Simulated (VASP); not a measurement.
# Ge (I4_1/amd) in VASP: notebook

Ge is run at these levels: PBEsol; tasks: relaxation of cell and atoms, relaxation of shape and atoms at fixed volume.

Program: VASP 6.6.1. These are calculated values, not measurements. Logs are shortened: lines on timing, memory, paths and dates and some standing lists are left out, and cuts for length are marked.

## Step 1: The cell of the first run

The structure is tetragonal, space group I4_1/amd (No. 141). Conventional cell: a = 5.149 Å, b = 5.149 Å, c = 2.795 Å, α = 90.00°, β = 90.00°, γ = 90.00°. Ge (site symmetry -4m2) has 10 Ge at 2.67 to 3.32 Å within 3.5 Å.

## Step 2: Relaxation of cell and atoms, PBEsol

File INCAR:

```
SYSTEM = Ge
ALGO = Normal
EDIFF = 1E-6
EDIFFG = -0.005
ENCUT = 600
GGA = PS
IBRION = 2
ISIF = 3
ISMEAR = 0
LASPH = .TRUE.
LCHARG = .FALSE.
LREAL = .FALSE.
LWAVE = .FALSE.
NELM = 60
NSW = 100
PREC = Accurate
SIGMA = 0.1
```

File KPOINTS:

```
k-points
0
G
  16 16 16
  0 0 0
```

File POSCAR:

```
Ge
1.0
   -2.5744897190      2.5744897190      1.3974126432
    2.5744897190     -2.5744897190      1.3974126432
    2.5744897190      2.5744897190     -1.3974126432
Ge
2
Direct
    0.2500000000      0.7500000000      0.5000000000
    0.5000000000      0.5000000000      0.0000000000
```

Potentials or basis: VASP PAW PBE potentials, release 64 (Ge_d).

Command:

```console
$ cat potpaw_PBE.64/Ge_d/POTCAR > POTCAR
$ mpirun -np 1 vasp_std > vasp.out
```

OUTCAR:

```text
SYSTEM = Ge
   EDIFF = 1E-6
   EDIFFG = -0.005
   ENCUT = 600
   GGA = PS
   IBRION = 2
   ISIF = 3
   ISMEAR = 0
   LASPH = .TRUE.
   LREAL = .FALSE.
   NELM = 60
   NSW = 100
   PREC = Accurate

 ion  position               nearest neighbor table
   1  0.250  0.750  0.500-   2 2.67   2 2.67   2 2.67   2 2.67
   2  0.500  0.500  0.000-   1 2.67   1 2.67   1 2.67   1 2.67

  LATTYP: Found a body centered tetragonal cell.
 ALAT       =     5.1489794380
 C/A-ratio  =     0.5427920853

  Lattice vectors:

 A1 = (  -2.5744897190,   2.5744897190,   1.3974126432)
 A2 = (   2.5744897190,  -2.5744897190,   1.3974126432)
 A3 = (   2.5744897190,   2.5744897190,  -1.3974126432)

Analysis of symmetry for initial positions (statically):
=====================================================================
 Subroutine PRICEL returns:
 Original cell was already a primitive cell.

 Routine SETGRP: Setting up the symmetry group for a
 body centered tetragonal supercell.

 Subroutine GETGRP returns: Found 16 space group operations
 (whereof  8 operations were pure point group operations)
 out of a pool of 16 trial point group operations.

The static configuration has the point symmetry D_2d.
 The point group associated with its full space group is D_4h.

Analysis of symmetry for dynamics (positions and initial velocities):
=====================================================================
 Subroutine PRICEL returns:
 Original cell was already a primitive cell.

 Routine SETGRP: Setting up the symmetry group for a
 body centered tetragonal supercell.

 Subroutine GETGRP returns: Found 16 space group operations
 (whereof  8 operations were pure point group operations)
 out of a pool of 16 trial point group operations.

The dynamic configuration has the point symmetry D_2d.
 The point group associated with its full space group is D_4h.

 Subroutine INISYM returns: Found 16 space group operations
 (whereof  8 operations are pure point group operations),
 and found     1 'primitive' translations

----------------------------------------------------------------------------------------

                                     Primitive cell

  volume of cell :      37.0482

  direct lattice vectors                    reciprocal lattice vectors
    -2.574489719  2.574489719  1.397412643     0.000000000  0.194213244  0.357804119
     2.574489719 -2.574489719  1.397412643     0.194213244  0.000000000  0.357804119
     2.574489719  2.574489719 -1.397412643     0.194213244  0.194213244  0.000000000

  length of vectors
     3.899840602  3.899840602  3.899840602     0.407114937  0.407114937  0.274659004

  position of ions in fractional coordinates (direct lattice)
     0.250000000  0.750000000  0.500000000
     0.500000000  0.500000000  0.000000000

  ion indices of the primitive-cell ions
   primitive index   ion index
                 1           1
                 2           2

----------------------------------------------------------------------------------------

 KPOINTS: k-points

Automatic generation of k-mesh.
 Grid dimensions read from file:
 generate k-points for:   16   16   16

 Generating k-lattice:

  Cartesian coordinates                     Fractional coordinates (reciprocal lattice)
     0.000000000  0.012138328  0.022362757     0.062500000  0.000000000  0.000000000
     0.012138328  0.000000000  0.022362757     0.000000000  0.062500000  0.000000000
     0.012138328  0.012138328  0.000000000     0.000000000  0.000000000  0.062500000

  Length of vectors
     0.025444684  0.025444684  0.017166188

  Shift w.r.t. Gamma in fractional coordinates (k-lattice)
     0.000000000  0.000000000  0.000000000

 Subroutine IBZKPT returns following result:
 ===========================================

 Found    349 irreducible k-points:

 Following reciprocal coordinates:
            Coordinates               Weight
  0.000000  0.000000  0.000000      1.000000
  0.062500  0.000000 -0.000000      8.000000
  0.125000  0.000000 -0.000000      8.000000
  0.187500  0.000000  0.000000      8.000000
  0.250000  0.000000 -0.000000      8.000000
  0.312500  0.000000  0.000000      8.000000
[... 16 lines left out ...]
 -0.125000  0.062500 -0.000000     16.000000
 -0.062500  0.062500  0.000000      4.000000
 [... further k-points ...]
   k-points           NKPTS =    349   k-points in BZ     NKDIM =    349   number of bands    NBANDS=     18
   number of dos      NEDOS =    301   number of ions     NIONS =      2
   total plane-waves  NPLWV =  32768
   dimension x,y,z NGX =    32 NGY =   32 NGZ =   32
   dimension x,y,z NGXF=    64 NGYF=   64 NGZF=   64
   ions per type =               2
   NGX,Y,Z   is equivalent  to a cutoff of  13.64, 13.64, 13.64 a.u.
   NGXF,Y,Z  is equivalent  to a cutoff of  27.28, 27.28, 27.28 a.u.
 SYSTEM =  Ge
   PREC   = accura    normal or accurate (medium, high low for compatibility)
   ISTART =      0    job   : 0-new  1-cont  2-samecut
   ICHARG =      2    charge: 1-file 2-atom 10-const
   ISPIN  =      1    spin polarized calculation?
   LNONCOLLINEAR =      F non collinear calculations
   LSORBIT =      F    spin-orbit coupling
   LASPH  =      T    aspherical Exc in radial PAW
   ENCUT  =  600.0 eV  44.10 Ry    6.64 a.u.   7.79  7.79  7.79*2*pi/ulx,y,z
   NELM   =     60;   NELMIN=  2; NELMDL= -5     # of ELM steps
   EDIFF  = 0.1E-05   stopping-criterion for ELM
   LREAL  =      F    real-space projection
   EDIFFG = -.5E-02   stopping-criterion for IOM
   NSW    =    100    number of steps for IOM
   IBRION =      2    ionic relax: 0-MD 1-quasi-New 2-CG
   NFREE  =      1    steps in history (QN), initial steepest desc. (CG)
   ISIF   =      3    stress and relaxation
   ISYM   =      2    0-nonsym 1-usesym 2-fastsym
   POTIM  = 0.5000    time-step for ionic-motion
   TEBEG  =    0.0;   TEEND  =   0.0 temperature during run
   PSTRESS=    0.0 pullay stress
   NELECT =      28.0000    total number of electrons
   NUPDOWN=      -1.0000    fix difference up-down
   EMIN   =  10.00;   EMAX   =-10.00  energy-range for DOS
   EFERMI =   0.00;   METHOD = LEGACY
   ISMEAR =     0;   SIGMA  =   0.10  broadening in eV -4-tet -1-fermi 0-gaus
   EFERMI_NEDOS =   21; number of points for ismear=-14 and -15
   IALGO  =     38    algorithm
   IMIX   =      4    mixing-type and parameters
     AMIX     =   0.40;   BMIX     =  1.00
     AMIX_MAG =   1.60;   BMIX_MAG =  1.00
  volume/ion in A,a.u.               =      18.52       125.01
  Fermi-wavevector in a.u.,A,eV,Ry     =   1.491209  2.817976 30.255333  2.223704
  Thomas-Fermi vector in A             =   2.603893
   LORBIT       =      0    0 simple, 1 ext, 2 COOP (PROOUT), +10 PAW based schemes
   GGA     = PS    functional components
   LHFCALC =     F    Hartree Fock is set to
   AEXX    =    0.0000 exact exchange contribution
   IVDW    =     0    specifies the selected vdW correction
   LEPSILON=     F    determine dielectric tensor
   LRPA    =     F    only Hartree local field effects (RPA)
 conjugate gradient relaxation of ions
 non-spin polarized calculation
 Gauss-broadening in eV      SIGMA  =   0.10
  energy-cutoff  :      600.00
  volume of cell :       37.05
 maximum number of plane-waves:      1258
   NGX = 15   NGY = 15   NGZ = 15

--------------------------------------- Ionic step        1  -------------------------------------------

 number of electron      28.0000000 magnetization

 Free energy of the ion-electron system (eV)
  ---------------------------------------------------
  ext. energy  EPLUGINS =         0.00000000
  ---------------------------------------------------
  free energy    TOTEN  =        -9.54077092 eV

  energy without entropy =       -9.53750559  energy(sigma->0) =       -9.53913825

------------------------ aborting loop because EDIFF is reached ----------------------------------------

  FORCE on cell =-STRESS in cart. coord.  units (eV):
  Direction    XX          YY          ZZ          XY          YZ          ZX
  --------------------------------------------------------------------------------------
  -------------------------------------------------------------------------------------
  Total       -0.2242426     -0.2242426     -0.1008762      0.0000000      0.0000000      0.0000000
  in kB       -9.6975418     -9.6975418     -4.3624690      0.0000000      0.0000000      0.0000000
  external PRESSURE =      -7.9191842 kB  Pullay stress =       0.0000000 kB
[... 89 lines left out ...]
  FREE ENERGIE OF THE ION-ELECTRON SYSTEM (eV)
  ---------------------------------------------------
  free  energy   TOTEN  =        -9.5416211742 eV

  energy  without entropy=       -9.5384605364  energy(sigma->0) =       -9.54004086

[... ionic steps 4 to 15 ...]

--------------------------------------- Ionic step       16  -------------------------------------------

 number of electron      27.9999993 magnetization

------------------------ aborting loop because EDIFF is reached ----------------------------------------

  FORCE on cell =-STRESS in cart. coord.  units (eV):
  Direction    XX          YY          ZZ          XY          YZ          ZX
  --------------------------------------------------------------------------------------
  -------------------------------------------------------------------------------------
  Total       -0.0188344     -0.0188344     -0.0271603      0.0000000      0.0000000      0.0000000
  in kB       -0.8211896     -0.8211896     -1.1842043      0.0000000      0.0000000      0.0000000
  external PRESSURE =      -0.9421945 kB  Pullay stress =       0.0000000 kB
[... 57 lines left out ...]
  energy  without entropy=       -9.5385118107  energy(sigma->0) =       -9.54008629

--------------------------------------- Ionic step       18  -------------------------------------------

 number of electron      27.9999993 magnetization

 Free energy of the ion-electron system (eV)
  ---------------------------------------------------
  ext. energy  EPLUGINS =         0.00000000
  ---------------------------------------------------
  free energy    TOTEN  =        -9.54166262 eV

  energy without entropy =       -9.53851421  energy(sigma->0) =       -9.54008841

 E-fermi :   6.7684     XC(G=0): -11.5119

 val. band max:        6.7568467295   @ k =   0.3750   0.3750   0.1250
 cond. band min:       6.7800913650   @ k =  -0.2500  -0.4375   0.0625
 fundamental gap:      0.0232446355
 Fermi energy:         6.7683647670

 k-point     1 :       0.0000    0.0000    0.0000
  band No.  band energies     occupation
      1     -17.9305      2.00000
      2     -17.8816      2.00000
      3     -17.8528      2.00000
      4     -17.8486      2.00000
      5     -17.7428      2.00000
      6     -17.7428      2.00000
[... 10 lines left out ...]
     17      14.4415      0.00000
     18      14.8856      0.00000
[... 466 lines left out ...]
      2     -17.8821      2.00000
      3     -17.8509      2.00000
      4     -17.8500      2.00000
      5     -17.7438      2.00000
      6     -17.7416      2.00000
[... 10 lines left out ...]
     17      14.1936      0.00000
     18      15.0426      0.00000

 [... further k-points ...]

------------------------ aborting loop because EDIFF is reached ----------------------------------------

  FORCE on cell =-STRESS in cart. coord.  units (eV):
  Direction    XX          YY          ZZ          XY          YZ          ZX
  --------------------------------------------------------------------------------------
  -------------------------------------------------------------------------------------
  Total       -0.0000161     -0.0000161     -0.0075685      0.0000000      0.0000000      0.0000000
  in kB       -0.0007032     -0.0007032     -0.3300535      0.0000000      0.0000000      0.0000000
  external PRESSURE =      -0.1104866 kB  Pullay stress =       0.0000000 kB
[... 17 lines left out ...]
  FREE ENERGIE OF THE ION-ELECTRON SYSTEM (eV)
  ---------------------------------------------------
  free  energy   TOTEN  =        -9.5416626175 eV

  energy  without entropy=       -9.5385142059  energy(sigma->0) =       -9.54008841

 reached required accuracy - stopping structural energy minimisation
```

Wall time 18 min (1 thread of Intel Xeon Platinum 8488C (Sapphire Rapids), shared host); peak memory 0.37 GiB.

Results:

```yaml
Free_energy: -9.5417 eV
Relaxed_volume: 18.37 Å³/atom
Relaxed_cell: a = 3.885 Å, b = 3.885 Å, c = 3.885 Å, α = 97.44°, β = 97.44°, γ = 137.82°
Space_group_after_relaxing_to_0.1_Å: I4_1/amd (No. 141)
Energy_gained_by_relaxing: 0.4 meV/atom
Ionic_steps: 18
Pressure_after_relaxing: 0.0 GPa
Band_gap_on_the_k_mesh: zero (bands 14 and 15 overlap by 5.39 eV)
```

Step by step:
```csv
step,energy change (eV),largest force (eV/Å),pressure (GPa),volume (Å³)
1,0.0000,0.0000,-0.79,37.05
2,-0.0007,0.0000,0.34,36.56
3,-0.0009,0.0000,0.01,36.72
4,-0.0009,0.0000,-0.03,36.70
5,-0.0008,0.0000,0.31,36.63
6,-0.0009,0.0000,-0.05,36.69
7,-0.0008,0.0000,0.18,36.66
8,-0.0008,0.0000,0.07,36.68
9,-0.0009,0.0000,0.15,36.69
10,-0.0009,0.0000,0.12,36.70
11,-0.0009,0.0000,-0.25,36.77
12,-0.0009,0.0000,0.06,36.73
13,-0.0009,0.0000,-0.04,36.74
14,-0.0009,0.0000,0.12,36.73
15,-0.0009,0.0000,0.06,36.74
16,-0.0009,0.0000,-0.09,36.75
17,-0.0009,0.0000,-0.04,36.74
18,-0.0009,0.0000,-0.01,36.74
```

Final structure:
```
Ge
1.0
    -2.56329    2.56329    1.39792
     2.56329   -2.56329    1.39792
     2.56329    2.56329   -1.39792
Ge
2
Direct
  0.25000 0.75000 0.50000
  0.50000 0.50000 0.00000
```

Caveat: the PAW data sets were made with another functional, which shifts forces and pressure a little.

(Continued in part 2 of 2.)

The gap in the log of VASP goes by the Fermi energy; the results here count the filled bands.